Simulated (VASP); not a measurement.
# AgBiTeSe (P4/mmm) in VASP: a series of runs, part 2 of 2

VASP 6.6.1. The steps go on from the part before.

### Step 3. Single point, PBE

This run uses another cell than the first one, of 25.69 Å³/atom.

INCAR

```
SYSTEM = AgBiTeSe
  PREC = Accurate
  ENCUT = 520
  EDIFF = 1E-6
  ISMEAR = -1
  SIGMA = 0.1
  LREAL = .False.
  LASPH = .True.
  NELM = 80
  ALGO = Normal
  ISIF = 2
  LWAVE = .False.
  LCHARG = .False.
  GGA = PE
  NBANDS = 27
```

KPOINTS

```
regular mesh
0
Gamma
  6 6 4
  0 0 0
```

POSCAR

```
AgBiTeSe
1.0
    4.0943965810      0.0000000000      0.0000000000
    0.0000000000      4.0943965810      0.0000000000
    0.0000000000      0.0000000000      6.1308385614
Ag Bi Te Se
1 1 1 1
Direct
    0.0000000000      0.0000000000      0.0000000000
    0.5000000000      0.5000000000      0.5000000000
    0.5000000000      0.5000000000      0.0000000000
    0.0000000000      0.0000000000      0.5000000000
```

Potentials or basis: VASP PAW PBE potentials, release 64 (Ag, Bi_d, Te, Se).

Started as:

```
> cat potpaw_PBE.64/Ag/POTCAR potpaw_PBE.64/Bi_d/POTCAR potpaw_PBE.64/Te/POTCAR potpaw_PBE.64/Se/POTCAR > POTCAR
> mpirun -np 1 vasp_std > vasp.out
```

OUTCAR:

```text
SYSTEM = AgBiTeSe
   PREC = Accurate
   ENCUT = 520
   EDIFF = 1E-6
   ISMEAR = -1
   LREAL = .False.
   LASPH = .True.
   NELM = 80
   ISIF = 2
   GGA = PE

 ion  position               nearest neighbor table
   1  0.000  0.000  0.000-   3 2.90   3 2.90   3 2.90   3 2.90   4 3.07   4 3.07
   2  0.500  0.500  0.500-   4 2.90   4 2.90   4 2.90   4 2.90   3 3.07   3 3.07
   3  0.500  0.500  0.000-   1 2.90   1 2.90   1 2.90   1 2.90   2 3.07   2 3.07
   4  0.000  0.000  0.500-   2 2.90   2 2.90   2 2.90   2 2.90   1 3.07   1 3.07

  LATTYP: Found a simple tetragonal cell.
 ALAT       =     4.0943965810
 C/A-ratio  =     1.4973729193

  Lattice vectors:

 A1 = (   4.0943965810,   0.0000000000,   0.0000000000)
 A2 = (   0.0000000000,   4.0943965810,   0.0000000000)
 A3 = (   0.0000000000,   0.0000000000,   6.1308385614)

Analysis of symmetry for initial positions (statically):
=====================================================================
 Subroutine PRICEL returns:
 Original cell was already a primitive cell.

 Routine SETGRP: Setting up the symmetry group for a
 simple tetragonal supercell.

 Subroutine GETGRP returns: Found 16 space group operations
 (whereof 16 operations were pure point group operations)
 out of a pool of 16 trial point group operations.

The static configuration has the point symmetry D_4h.

Analysis of symmetry for dynamics (positions and initial velocities):
=====================================================================
 Subroutine PRICEL returns:
 Original cell was already a primitive cell.

 Routine SETGRP: Setting up the symmetry group for a
 simple tetragonal supercell.

 Subroutine GETGRP returns: Found 16 space group operations
 (whereof 16 operations were pure point group operations)
 out of a pool of 16 trial point group operations.

The dynamic configuration has the point symmetry D_4h.

 Subroutine INISYM returns: Found 16 space group operations
 (whereof 16 operations are pure point group operations),
 and found     1 'primitive' translations
[... 117 lines left out ...]
   IMIX   =      4    mixing-type and parameters
     AMIX     =   0.40;   BMIX     =  1.00
     AMIX_MAG =   1.60;   BMIX_MAG =  1.00
  volume/ion in A,a.u.               =      25.69       173.39
  Fermi-wavevector in a.u.,A,eV,Ry     =   1.174995  2.220419 18.784394  1.380614
  Thomas-Fermi vector in A             =   2.311383
   LORBIT       =      0    0 simple, 1 ext, 2 COOP (PROOUT), +10 PAW based schemes
   GGA     = PE    functional components
   LHFCALC =     F    Hartree Fock is set to
   AEXX    =    0.0000 exact exchange contribution
   IVDW    =     0    specifies the selected vdW correction
   LEPSILON=     F    determine dielectric tensor
   LRPA    =     F    only Hartree local field effects (RPA)
 non-spin polarized calculation
  energy-cutoff  :      520.00
  volume of cell :      102.78
 maximum number of plane-waves:      2791
   NGX = 15   NGY = 15   NGZ = 23

 number of electron      38.0000002 magnetization

 Free energy of the ion-electron system (eV)
  ---------------------------------------------------
  ext. energy  EPLUGINS =         0.00000000
  ---------------------------------------------------
  free energy    TOTEN  =       -13.69695189 eV

  energy without entropy =      -13.66030718  energy(sigma->0) =      -13.67862954

 E-fermi :   6.8326     XC(G=0): -10.1699

 val. band max:        6.7265646864   @ k =   0.5000   0.1667   0.0000
 cond. band min:       6.9065154361   @ k =   0.5000   0.5000   0.0000
 fundamental gap:      0.1799507496
 Fermi energy:         6.8325804386

 k-point     1 :       0.0000    0.0000    0.0000
  band No.  band energies     occupation
      1     -16.6619      2.00000
      2     -16.6466      2.00000
      3     -16.6153      2.00000
      4     -16.5809      2.00000
      5     -16.5809      2.00000
      6      -7.9562      2.00000
[... 709 lines left out ...]
     26      13.4204      0.00000
     27      16.0151      0.00000

 [... further k-points ...]

------------------------ aborting loop because EDIFF is reached ----------------------------------------

  FORCE on cell =-STRESS in cart. coord.  units (eV):
  Direction    XX          YY          ZZ          XY          YZ          ZX
  --------------------------------------------------------------------------------------
  -------------------------------------------------------------------------------------
  Total        2.9515277      2.9515277      3.8028640      0.0000000      0.0000000      0.0000000
  in kB       46.0105842     46.0105842     59.2818406      0.0000000      0.0000000      0.0000000
  external PRESSURE =      50.4343364 kB  Pullay stress =       0.0000000 kB

 VOLUME and BASIS-vectors are now :
 -----------------------------------------------------------------------------
  energy-cutoff  :      520.00
  volume of cell :      102.78
      direct lattice vectors                 reciprocal lattice vectors
     4.094396581  0.000000000  0.000000000     0.244236234  0.000000000  0.000000000
     0.000000000  4.094396581  0.000000000     0.000000000  0.244236234  0.000000000
     0.000000000  0.000000000  6.130838561     0.000000000  0.000000000  0.163109824

 POSITION                                       TOTAL-FORCE (eV/Angst)
 -----------------------------------------------------------------------------------
      0.00000      0.00000      0.00000         0.000000      0.000000      0.000000
      2.04720      2.04720      3.06542         0.000000      0.000000      0.000000
      2.04720      2.04720      0.00000         0.000000      0.000000      0.000000
      0.00000      0.00000      3.06542         0.000000      0.000000      0.000000
 -----------------------------------------------------------------------------------
    total drift:                                0.000000      0.000000      0.000000

  FREE ENERGIE OF THE ION-ELECTRON SYSTEM (eV)
  ---------------------------------------------------
  free  energy   TOTEN  =       -13.6969518914 eV

  energy  without entropy=      -13.6603071807  energy(sigma->0) =      -13.67862954
```

OSZICAR:

```text
N       E                     dE             d eps       ncg     rms          rms(c)
DAV:   1     0.317602056196E+03    0.31760E+03   -0.17730E+04  1628   0.140E+03
DAV:   2     0.144215762913E+02   -0.30318E+03   -0.29201E+03  1709   0.355E+02
DAV:   3    -0.132487878960E+02   -0.27670E+02   -0.27162E+02  2017   0.113E+02
DAV:   4    -0.141191386008E+02   -0.87035E+00   -0.86765E+00  1848   0.204E+01
DAV:   5    -0.141484862546E+02   -0.29348E-01   -0.29345E-01  2263   0.391E+00    0.786E+00
DAV:   6    -0.136927406641E+02    0.45575E+00   -0.10664E+00  2074   0.102E+01    0.573E+00
DAV:   7    -0.136986328041E+02   -0.58921E-02   -0.31684E-01  1841   0.262E+00    0.217E+00
DAV:   8    -0.136964998696E+02    0.21329E-02   -0.18025E-02  1862   0.934E-01    0.766E-01
DAV:   9    -0.136968604488E+02   -0.36058E-03   -0.24621E-03  1785   0.359E-01    0.135E-01
DAV:  10    -0.136969183408E+02   -0.57892E-04   -0.31007E-04  2085   0.148E-01    0.458E-02
DAV:  11    -0.136969500249E+02   -0.31684E-04   -0.70830E-05  1722   0.549E-02    0.110E-02
DAV:  12    -0.136969520682E+02   -0.20433E-05   -0.72014E-06  1900   0.181E-02    0.930E-03
DAV:  13    -0.136969518914E+02    0.17683E-06   -0.10980E-06  1197   0.697E-03
   1 F= -.13696952E+02 E0= -.13678630E+02  d E =-.366447E-01
```

Wall time 38 s (1 thread of Intel Xeon 6975P-C (Granite Rapids), shared host); peak memory 0.26 GiB.

Results:

* Free energy: -13.6970 eV
* Pressure: 5.0 GPa
* Band gap on the k mesh: zero (bands 19 and 20 overlap by 0.68 eV)

Stress tensor (GPa, compression positive):
```
4.60 0.00 0.00
0.00 4.60 0.00
0.00 0.00 5.93
```

Caveat: the cell stands under pressure; spin-orbit coupling is left out, which moves the levels of the heavy elements.

### Step 4. Single point, PBE

This run uses another cell than the first one, of 26.39 Å³/atom.

INCAR

```
  ALGO = Normal
  EDIFF = 1E-7
  ENCUT = 520
  GGA = PE
  ISIF = 2
  ISMEAR = -1
  LASPH = T
  LCHARG = F
  LREAL = F
  LWAVE = F
  NBANDS = 27
  NELM = 80
  PREC = Accurate
  SIGMA = 0.1
```

KPOINTS

```
k-points
0
Gamma
  6 6 4
```

POSCAR

```
AgBiTeSe
1.0
    4.1309556278      0.0000000000      0.0000000000
    0.0000000000      4.1309556278      0.0000000000
    0.0000000000      0.0000000000      6.1855810880
Ag Bi Te Se
1 1 1 1
Direct
    0.0000000000      0.0000000000      0.0000000000
    0.5000000000      0.5000000000      0.5000000000
    0.5000000000      0.5000000000      0.0000000000
    0.0000000000      0.0000000000      0.5000000000
```

Potentials or basis: VASP PAW PBE potentials, release 64 (Ag, Bi_d, Te, Se).

Started as:

```
> cat potpaw_PBE.64/Ag/POTCAR potpaw_PBE.64/Bi_d/POTCAR potpaw_PBE.64/Te/POTCAR potpaw_PBE.64/Se/POTCAR > POTCAR
> mpirun -np 1 vasp_std > vasp.out
```

OUTCAR:

```text
EDIFF = 1E-7
   ENCUT = 520
   GGA = PE
   ISIF = 2
   ISMEAR = -1
   LASPH = T
   LREAL = F
   NELM = 80
   PREC = Accurate

 ion  position               nearest neighbor table
   1  0.000  0.000  0.000-   3 2.92   3 2.92   3 2.92   3 2.92   4 3.09   4 3.09
   2  0.500  0.500  0.500-   4 2.92   4 2.92   4 2.92   4 2.92   3 3.09   3 3.09
   3  0.500  0.500  0.000-   1 2.92   1 2.92   1 2.92   1 2.92   2 3.09   2 3.09
   4  0.000  0.000  0.500-   2 2.92   2 2.92   2 2.92   2 2.92   1 3.09   1 3.09

  LATTYP: Found a simple tetragonal cell.
 ALAT       =     4.1309556278
 C/A-ratio  =     1.4973729193

  Lattice vectors:

 A1 = (   4.1309556278,   0.0000000000,   0.0000000000)
 A2 = (   0.0000000000,   4.1309556278,   0.0000000000)
 A3 = (   0.0000000000,   0.0000000000,   6.1855810880)

Analysis of symmetry for initial positions (statically):
=====================================================================
 Subroutine PRICEL returns:
 Original cell was already a primitive cell.

 Routine SETGRP: Setting up the symmetry group for a
 simple tetragonal supercell.

 Subroutine GETGRP returns: Found 16 space group operations
 (whereof 16 operations were pure point group operations)
 out of a pool of 16 trial point group operations.

The static configuration has the point symmetry D_4h.

Analysis of symmetry for dynamics (positions and initial velocities):
=====================================================================
 Subroutine PRICEL returns:
 Original cell was already a primitive cell.

 Routine SETGRP: Setting up the symmetry group for a
 simple tetragonal supercell.

 Subroutine GETGRP returns: Found 16 space group operations
 (whereof 16 operations were pure point group operations)
 out of a pool of 16 trial point group operations.

The dynamic configuration has the point symmetry D_4h.

[... 118 lines left out ...]
   EFERMI_NEDOS =   21; number of points for ismear=-14 and -15
   IALGO  =     38    algorithm
   IMIX   =      4    mixing-type and parameters
     AMIX     =   0.40;   BMIX     =  1.00
     AMIX_MAG =   1.60;   BMIX_MAG =  1.00
  volume/ion in A,a.u.               =      26.39       178.08
  Fermi-wavevector in a.u.,A,eV,Ry     =   1.164597  2.200768 18.453380  1.356285
  Thomas-Fermi vector in A             =   2.301133
   LORBIT       =      0    0 simple, 1 ext, 2 COOP (PROOUT), +10 PAW based schemes
   GGA     = PE    functional components
   LHFCALC =     F    Hartree Fock is set to
   AEXX    =    0.0000 exact exchange contribution
   IVDW    =     0    specifies the selected vdW correction
   LEPSILON=     F    determine dielectric tensor
   LRPA    =     F    only Hartree local field effects (RPA)
 non-spin polarized calculation
  energy-cutoff  :      520.00
  volume of cell :      105.56
 maximum number of plane-waves:      2860
 NGX is ok and might be reduce to    32
   NGX = 15   NGY = 15   NGZ = 23

 number of electron      37.9999991 magnetization

 Free energy of the ion-electron system (eV)
  ---------------------------------------------------
  ext. energy  EPLUGINS =         0.00000000
  ---------------------------------------------------
  free energy    TOTEN  =       -13.76765265 eV

  energy without entropy =      -13.72940363  energy(sigma->0) =      -13.74852814

 E-fermi :   6.4853     XC(G=0): -10.0415

 val. band max:        6.3922982666   @ k =   0.5000   0.0000   0.5000
 cond. band min:       6.5742315930   @ k =   0.3333   0.0000   0.0000
 fundamental gap:      0.1819333265
 Fermi energy:         6.4852565166

 k-point     1 :       0.0000    0.0000    0.0000
  band No.  band energies     occupation
      1     -16.9892      2.00000
      2     -16.9740      2.00000
      3     -16.9385      2.00000
      4     -16.9112      2.00000
      5     -16.9112      2.00000
      6      -8.1015      2.00000
[... 709 lines left out ...]
     26      12.9463      0.00000
     27      15.5516      0.00000

 [... further k-points ...]

------------------------ aborting loop because EDIFF is reached ----------------------------------------

  FORCE on cell =-STRESS in cart. coord.  units (eV):
  Direction    XX          YY          ZZ          XY          YZ          ZX
  --------------------------------------------------------------------------------------
  -------------------------------------------------------------------------------------
  Total        1.6815545      1.6815545      2.7393252      0.0000000      0.0000000     -0.0000000
  in kB       25.5234842     25.5234842     41.5788624      0.0000000      0.0000000     -0.0000000
  external PRESSURE =      30.8752769 kB  Pullay stress =       0.0000000 kB

 VOLUME and BASIS-vectors are now :
 -----------------------------------------------------------------------------
  energy-cutoff  :      520.00
  volume of cell :      105.56
      direct lattice vectors                 reciprocal lattice vectors
     4.130955628  0.000000000  0.000000000     0.242074738  0.000000000  0.000000000
     0.000000000  4.130955628  0.000000000     0.000000000  0.242074738  0.000000000
     0.000000000  0.000000000  6.185581088     0.000000000  0.000000000  0.161666299

 POSITION                                       TOTAL-FORCE (eV/Angst)
 -----------------------------------------------------------------------------------
      0.00000      0.00000      0.00000         0.000000      0.000000      0.000000
      2.06548      2.06548      3.09279         0.000000      0.000000      0.000000
      2.06548      2.06548      0.00000         0.000000      0.000000      0.000000
      0.00000      0.00000      3.09279         0.000000      0.000000      0.000000
 -----------------------------------------------------------------------------------
    total drift:                                0.000000      0.000000     -0.000000

  FREE ENERGIE OF THE ION-ELECTRON SYSTEM (eV)
  ---------------------------------------------------
  free  energy   TOTEN  =       -13.7676526518 eV

  energy  without entropy=      -13.7294036253  energy(sigma->0) =      -13.74852814
```

stdout:

```text
POSCAR found type information on POSCAR AgBiTeSe
 POSCAR found :  4 types and       4 ions
 scaLAPACK will be used
 LDA part: xc-table for (Slater+PW92), standard interpolation
 POSCAR, INCAR and KPOINTS ok, starting setup
 FFT: planning ... GRIDC
 FFT: planning ... GRID_SOFT
 FFT: planning ... GRID
 WAVECAR not read
 entering main loop
```

Wall time 36 s (1 thread of Intel Xeon 6975P-C (Granite Rapids), shared host); peak memory 0.28 GiB.

What came out:

| Property | Result |
| --- | --- |
| Free energy | -13.7677 eV |
| Pressure | 3.1 GPa |
| Band gap on the k mesh | zero (bands 19 and 20 overlap by 0.66 eV) |

Levels at points of the mesh, in eV from the Fermi level:
```
           k point  band 17  band 18  band 19  band 20  band 21  band 22
(0.00, 0.00, 0.00)    -1.43    -1.06    -1.06     1.16     3.48     4.05
(0.50, 0.00, 0.00)    -2.23    -1.39    -0.38    -0.37     1.54     4.27
(0.50, 0.50, 0.00)    -3.02    -3.02    -2.52     0.13     3.72     3.72
(0.00, 0.00, 0.50)    -1.75    -1.30    -1.30     0.13     3.44     3.60
(0.50, 0.00, 0.50)    -0.73    -0.39    -0.31    -0.27    -0.09     0.93
(0.50, 0.50, 0.50)    -3.41    -2.45    -0.76     0.39     2.24     4.74
```

Caveat: the cell stands under pressure; spin-orbit coupling is left out, which moves the levels of the heavy elements.

### Step 5. Overview

| cell | gap on the mesh (eV) | pressure (GPa) |
| --- | --- | --- |
| a = 4.057, b = 4.057, c = 6.075 Å, 4 atoms | none | 7.3 |
| a = 4.094, b = 4.094, c = 6.131 Å, 4 atoms | none | 5.0 |
| a = 4.131, b = 4.131, c = 6.186 Å, 4 atoms | none | 3.1 |

Alike in all rows: task single point; level PBE; potentials or basis VASP PAW PBE potentials, release 64 (Ag, Bi_d, Te, Se); no spin polarisation; k mesh 6 × 6 × 4; cutoff (eV) 520; smearing fermi-dirac 0.1 eV.

Caveats: the cell stands under pressure; spin-orbit coupling is left out, which moves the levels of the heavy elements.

Total energies depend on the potentials used, so only differences within one code and one set of settings carry meaning.

The gap in the log of VASP goes by the Fermi energy; the results here count the filled bands.